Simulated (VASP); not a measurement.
Set up this calculation in VASP 6.6.1, as the native input.

```yaml
Task: relaxation of cell and atoms
Functional: r2SCAN
Dispersion: D4
Potentials_or_basis: VASP PAW PBE potentials, release 64 (Zn, S)
Cutoff: 600 eV
k_mesh: 9 × 9 × 9
Occupations: fermi-dirac, width 0.05 eV
Spin: no spin polarisation
Dipole_correction: no
Further_INCAR_settings: ALGO = Normal; EDIFF = 1e-06; IBRION = 2; EDIFFG = -0.01; NSW = 60; ISIF = 3
```

The system is ZnS.

```
CELL_PARAMETERS angstrom
0.00000 2.70200 2.70200
2.70200 0.00000 2.70200
2.70200 2.70200 0.00000
ATOMIC_POSITIONS crystal
Zn 0.75000 0.75000 0.75000
S 0.00000 0.00000 0.00000
```

These files were run (other wordings do the same):

POSCAR

```
ZnS
1.0
    0.0000000000      2.7020000000      2.7020000000
    2.7020000000      0.0000000000      2.7020000000
    2.7020000000      2.7020000000      0.0000000000
Zn S
1 1
Direct
    0.7500000000      0.7500000000      0.7500000000
    0.0000000000      0.0000000000      0.0000000000
```

INCAR.step1

```
SYSTEM = ZnS
PREC = Accurate ; ENCUT = 600
ISMEAR = -1 ; SIGMA = 0.05
LREAL = .False. ; LASPH = .True.
NELM = 100 ; GGA = PE
ALGO = Normal ; EDIFF = 1E-4
LWAVE = .True. ; LCHARG = .False.
```

INCAR.step2

```
SYSTEM = ZnS
PREC = Accurate ; ENCUT = 600
EDIFF = 1E-6 ; ISMEAR = -1
SIGMA = 0.05 ; LREAL = .False.
LASPH = .True. ; NELM = 100
ALGO = Normal ; ISIF = 3
LWAVE = .False. ; LCHARG = .False.
METAGGA = R2SCAN ; LMIXTAU = .True.
IVDW = 13 ; VDW_S6 = 1.0
VDW_S8 = 0.6018749 ; VDW_A1 = 0.51559235
VDW_A2 = 5.77342911 ; IBRION = 2
NSW = 60 ; EDIFFG = -0.01
ISTART = 1
```

KPOINTS

```
regular mesh
0
Gamma
  9 9 9
  0 0 0
```

Potentials or basis: VASP PAW PBE potentials, release 64 (Zn, S).

The run is started by

```console
$ cat potpaw_PBE.64/Zn/POTCAR potpaw_PBE.64/S/POTCAR > POTCAR
$ cp INCAR.step1 INCAR
$ mpirun -np 1 vasp_std > vasp.out
$ cp INCAR.step2 INCAR
$ mpirun -np 1 vasp_std > vasp.out
```

Results of the run:

```yaml
Relaxed_volume: 19.33 Å³/atom
Relaxed_cell: a = 3.795 Å, b = 3.795 Å, c = 3.795 Å, α = 60.00°, β = 60.00°, γ = 60.00°
Space_group_after_relaxing_to_0.1_Å: F-43m (No. 216)
Energy_gained_by_relaxing: 2.0 meV/atom
Ionic_steps: 3
Pressure_after_relaxing: 0.0 GPa
Band_gap_on_the_k_mesh: 2.77 eV
Dispersion_energy_per_atom: -0.117 eV
```

Caveat: the PAW data sets were made with another functional, which shifts forces and pressure a little.

It took 4.4 min on 1 thread of Intel Xeon 8259CL, with other jobs on the host, peak memory 0.21 GiB.
